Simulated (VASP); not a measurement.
# S (Fm-3m) in VASP: notebook

S is run at these levels: PBE; tasks: relaxation of cell and atoms, single point.

Everything below comes from runs of VASP 6.6.1. Logs are shortened: lines on timing, memory, paths and dates and some standing lists are left out, and cuts for length are marked.

## Step 1: The cell of the first run

The structure is cubic, space group Fm-3m (No. 225). Conventional cell: a = 3.544 Å, b = 3.544 Å, c = 3.544 Å, α = 90.00°, β = 90.00°, γ = 90.00°. Within 3.3 Å of S (site symmetry m-3m) lie 12 S at 2.51 Å.

## Step 2: Relaxation of cell and atoms, PBE

File INCAR:

```
  ALGO = Normal
  EDIFF = 1E-6
  EDIFFG = -0.005
  ENCUT = 600
  GGA = PE
  IBRION = 2
  ISIF = 3
  ISMEAR = -1
  LASPH = True
  LCHARG = False
  LREAL = False
  LWAVE = False
  NELM = 80
  NSW = 100
  PREC = Accurate
  SIGMA = 0.03
```

File KPOINTS:

```
k-points
0
Gamma
  16 16 16
```

File POSCAR:

```
S
1.0
    0.0000000000      1.7717639764      1.7717639764
    1.7717639764      0.0000000000      1.7717639764
    1.7717639764      1.7717639764      0.0000000000
S
1
Direct
    0.0000000000      0.0000000000      0.0000000000
```

Potentials or basis: VASP PAW PBE potentials, release 64 (S).

Run with:

```bash
cat potpaw_PBE.64/S/POTCAR > POTCAR
mpirun -np 1 vasp_std > vasp.out
```

OUTCAR:

```text
EDIFF = 1E-6
   EDIFFG = -0.005
   ENCUT = 600
   GGA = PE
   IBRION = 2
   ISIF = 3
   ISMEAR = -1
   LASPH = True
   LREAL = False
   NELM = 80
   NSW = 100
   PREC = Accurate

 ion  position               nearest neighbor table
   1  0.000  0.000  0.000-

  LATTYP: Found a face centered cubic cell.
 ALAT       =     3.5435279528

  Lattice vectors:

 A1 = (   0.0000000000,   1.7717639764,   1.7717639764)
 A2 = (   1.7717639764,   0.0000000000,   1.7717639764)
 A3 = (   1.7717639764,   1.7717639764,   0.0000000000)

Analysis of symmetry for initial positions (statically):
=====================================================================
 Subroutine PRICEL returns:
 Original cell was already a primitive cell.

 Routine SETGRP: Setting up the symmetry group for a
 face centered cubic supercell.

 Subroutine GETGRP returns: Found 48 space group operations
 (whereof 48 operations were pure point group operations)
 out of a pool of 48 trial point group operations.

The static configuration has the point symmetry O_h .

Analysis of symmetry for dynamics (positions and initial velocities):
=====================================================================
 Subroutine PRICEL returns:
 Original cell was already a primitive cell.

 Routine SETGRP: Setting up the symmetry group for a
 face centered cubic supercell.

 Subroutine GETGRP returns: Found 48 space group operations
 (whereof 48 operations were pure point group operations)
 out of a pool of 48 trial point group operations.

The dynamic configuration has the point symmetry O_h .

 Subroutine INISYM returns: Found 48 space group operations
 (whereof 48 operations are pure point group operations),
 and found     1 'primitive' translations

----------------------------------------------------------------------------------------

                                     Primitive cell

  volume of cell :      11.1237

  direct lattice vectors                    reciprocal lattice vectors
     0.000000000  1.771763976  1.771763976    -0.282204631  0.282204631  0.282204631
     1.771763976  0.000000000  1.771763976     0.282204631 -0.282204631  0.282204631
     1.771763976  1.771763976  0.000000000     0.282204631  0.282204631 -0.282204631

  length of vectors
     2.505652645  2.505652645  2.505652645     0.488792760  0.488792760  0.488792760

  position of ions in fractional coordinates (direct lattice)
     0.000000000  0.000000000  0.000000000

  ion indices of the primitive-cell ions
   primitive index   ion index
                 1           1

[... 56 lines left out ...]
   dimension x,y,z NGX =    20 NGY =   20 NGZ =   20
   dimension x,y,z NGXF=    40 NGYF=   40 NGZF=   40
   ions per type =               1
   NGX,Y,Z   is equivalent  to a cutoff of  13.27, 13.27, 13.27 a.u.
   NGXF,Y,Z  is equivalent  to a cutoff of  26.54, 26.54, 26.54 a.u.
 SYSTEM =  unknown system
   PREC   = accura    normal or accurate (medium, high low for compatibility)
   ISTART =      0    job   : 0-new  1-cont  2-samecut
   ICHARG =      2    charge: 1-file 2-atom 10-const
   ISPIN  =      1    spin polarized calculation?
   LNONCOLLINEAR =      F non collinear calculations
   LSORBIT =      F    spin-orbit coupling
   LASPH  =      T    aspherical Exc in radial PAW
   ENCUT  =  600.0 eV  44.10 Ry    6.64 a.u.   5.00  5.00  5.00*2*pi/ulx,y,z
   NELM   =     80;   NELMIN=  2; NELMDL= -5     # of ELM steps
   EDIFF  = 0.1E-05   stopping-criterion for ELM
   LREAL  =      F    real-space projection
   EDIFFG = -.5E-02   stopping-criterion for IOM
   NSW    =    100    number of steps for IOM
   IBRION =      2    ionic relax: 0-MD 1-quasi-New 2-CG
   NFREE  =      1    steps in history (QN), initial steepest desc. (CG)
   ISIF   =      3    stress and relaxation
   ISYM   =      2    0-nonsym 1-usesym 2-fastsym
   POTIM  = 0.5000    time-step for ionic-motion
   TEBEG  =    0.0;   TEEND  =   0.0 temperature during run
   PSTRESS=    0.0 pullay stress
   NELECT =       6.0000    total number of electrons
   NUPDOWN=      -1.0000    fix difference up-down
   EMIN   =  10.00;   EMAX   =-10.00  energy-range for DOS
   EFERMI =   0.00;   METHOD = LEGACY
   ISMEAR =    -1;   SIGMA  =   0.03  broadening in eV -4-tet -1-fermi 0-gaus
   EFERMI_NEDOS =   21; number of points for ismear=-14 and -15
   IALGO  =     38    algorithm
   IMIX   =      4    mixing-type and parameters
     AMIX     =   0.40;   BMIX     =  1.00
     AMIX_MAG =   1.60;   BMIX_MAG =  1.00
  volume/ion in A,a.u.               =      11.12        75.07
  Fermi-wavevector in a.u.,A,eV,Ry     =   1.332629  2.518304 24.162601  1.775901
  Thomas-Fermi vector in A             =   2.461550
   LORBIT       =      0    0 simple, 1 ext, 2 COOP (PROOUT), +10 PAW based schemes
   GGA     = PE    functional components
   LHFCALC =     F    Hartree Fock is set to
   AEXX    =    0.0000 exact exchange contribution
   IVDW    =     0    specifies the selected vdW correction
   LEPSILON=     F    determine dielectric tensor
   LRPA    =     F    only Hartree local field effects (RPA)
 conjugate gradient relaxation of ions
 non-spin polarized calculation
  energy-cutoff  :      600.00
  volume of cell :       11.12
 maximum number of plane-waves:       388
   NGX =  9   NGY =  9   NGZ =  9

--------------------------------------- Ionic step        1  -------------------------------------------

 number of electron       6.0000001 magnetization

 Free energy of the ion-electron system (eV)
  ---------------------------------------------------
  ext. energy  EPLUGINS =         0.00000000
  ---------------------------------------------------
  free energy    TOTEN  =        -2.20202389 eV

  energy without entropy =       -2.20047011  energy(sigma->0) =       -2.20124700

 E-fermi :  13.4744     XC(G=0): -12.9191

 val. band max:       13.4485505028   @ k =   0.4375   0.1875   0.0625
 cond. band min:      13.4908641196   @ k =  -0.4375   0.3125   0.0000
 fundamental gap:      0.0423136168
 Fermi energy:        13.4743565886

 k-point     1 :       0.0000    0.0000    0.0000
  band No.  band energies     occupation
      1      -7.6070      2.00000
      2      18.9908      0.00000
      3      18.9908      0.00000
      4      18.9908      0.00000
      5      25.5959      0.00000
      6      25.5959      0.00000
      7      25.5959      0.00000
[... 369 lines left out ...]
--------------------------------------- Ionic step        5  -------------------------------------------

 number of electron       6.0000001 magnetization

 Free energy of the ion-electron system (eV)
  ---------------------------------------------------
  ext. energy  EPLUGINS =         0.00000000
  ---------------------------------------------------
  free energy    TOTEN  =        -2.83440101 eV

  energy without entropy =       -2.83273968  energy(sigma->0) =       -2.83357034

 E-fermi :   7.4734     XC(G=0): -11.1792

 val. band max:        7.4601526900   @ k =  -0.4375   0.3125   0.0000
 cond. band min:       7.4814348769   @ k =  -0.3750   0.1250   0.0000
 fundamental gap:      0.0212821870
 Fermi energy:         7.4734295699

 k-point     1 :       0.0000    0.0000    0.0000
  band No.  band energies     occupation
      1      -9.2649      2.00000
      2      10.6475      0.00000
      3      10.6475      0.00000
      4      10.6475      0.00000
      5      19.5684      0.00000
      6      19.5684      0.00000
      7      21.8430      0.00000
[... 258 lines left out ...]
  FREE ENERGIE OF THE ION-ELECTRON SYSTEM (eV)
  ---------------------------------------------------
  free  energy   TOTEN  =        -2.8344010089 eV

  energy  without entropy=       -2.8327396756  energy(sigma->0) =       -2.83357034

 reached required accuracy - stopping structural energy minimisation
```

OSZICAR:

```text
N       E                     dE             d eps       ncg     rms          rms(c)
DAV:   1     0.997953495658E+01    0.99795E+01   -0.34583E+03  2128   0.841E+02
DAV:   2    -0.205926542497E+01   -0.12039E+02   -0.11246E+02  3143   0.885E+01
[... 36 lines left out ...]
   4 F= -.28343908E+01 E0= -.28335589E+01  d E =-.632367E+00
       N       E                     dE             d eps       ncg     rms          rms(c)
DAV:   1    -0.283444498428E+01   -0.54059E-04   -0.13655E-03  2030   0.257E-01    0.466E-02
DAV:   2    -0.283441142385E+01    0.33560E-04   -0.39212E-05  2436   0.511E-02    0.240E-02
DAV:   3    -0.283440053099E+01    0.10893E-04   -0.33786E-05  2044   0.373E-02    0.937E-03
DAV:   4    -0.283440100892E+01   -0.47793E-06   -0.12669E-07  1106   0.367E-03
   5 F= -.28344010E+01 E0= -.28335703E+01  d E =-.102178E-04
```

Run time: 27 s. Hardware: 1 thread of Intel Xeon Platinum 8488C (Sapphire Rapids), shared host; peak memory 0.12 GiB.

What came out:

```yaml
Free_energy: -2.8344 eV
Relaxed_volume: 15.83 Å³/atom
Relaxed_cell: a = 2.818 Å, b = 2.818 Å, c = 2.818 Å, α = 60.00°, β = 60.00°, γ = 60.00°
Space_group_after_relaxing_to_0.05_Å: Fm-3m (No. 225)
Energy_gained_by_relaxing: 632.4 meV/atom
Ionic_steps: 5
Pressure_after_relaxing: 0.0 GPa
Band_gap_on_the_k_mesh: zero (band 3 reaches 10.65 eV, above the bottom of band 4 at 4.93 eV)
```

Step by step:
```csv
step,energy change (eV),largest force (eV/Å),pressure (GPa),volume (Å³)
1,0.0000,0.0000,57.59,11.12
2,-0.5238,0.0000,-9.64,18.88
3,-0.6323,0.0000,0.44,15.74
4,-0.6324,0.0000,-0.13,15.85
5,-0.6324,0.0000,0.01,15.83
```

Final structure:
```
S
1.0
     0.00000    1.99270    1.99270
     1.99270    0.00000    1.99270
     1.99270    1.99270    0.00000
S
1
Direct
  0.00000 0.00000 0.00000
```

Caveat: the volume moved by over 15 % at a fixed basis, so the end points are rough.

[end of part 1 of 2]
